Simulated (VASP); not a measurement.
Input of a VASP 6.6.1 run:

Contents of INCAR:

```
SYSTEM = TaN
  ALGO = Normal
  EDIFF = 1E-7
  ENCUT = 520
  GGA = PE
  ISIF = 2
  ISMEAR = -1
  LASPH = .TRUE.
  LCHARG = .TRUE.
  LELF = .TRUE.
  LREAL = .FALSE.
  LVHAR = .TRUE.
  LWAVE = .FALSE.
  NBANDS = 24
  NELM = 80
  PREC = Accurate
  SIGMA = 0.08
```

File KPOINTS:

```
k-points
0
G
  11 11 6
  0 0 0
```

File POSCAR:

```
TaN
1.0
    2.7855888308      0.0000000000      0.0000000000
   -1.3927944154      2.4123906920      0.0000000000
    0.0000000000      0.0000000000      5.7097467468
Ta N
2 2
Direct
    0.0000000000      0.0000000000      0.0000000000
    0.0000000000      0.0000000000      0.5000000000
    0.3333333333      0.6666666667      0.2500000000
    0.6666666667      0.3333333333      0.7500000000
```

Potentials or basis: VASP PAW PBE potentials, release 64 (Ta_pv, N).

The run is started by

```bash
$ cat potpaw_PBE.64/Ta_pv/POTCAR potpaw_PBE.64/N/POTCAR > POTCAR
$ mpirun -np 1 vasp_std > vasp.out
```

Question: Predict the band gap on the k mesh.

Answer: Zero (band 16 reaches 10.13 eV, above the bottom of band 17 at 8.91 eV).

Question: Predict the pressure.

Answer: 56.2 GPa.

Stress tensor (GPa, compression positive):
```
56.14  0.00  0.00
 0.00 56.14  0.00
 0.00  0.00 56.30
```

Caveat: spin-orbit coupling is left out, which moves the levels of the heavy elements.
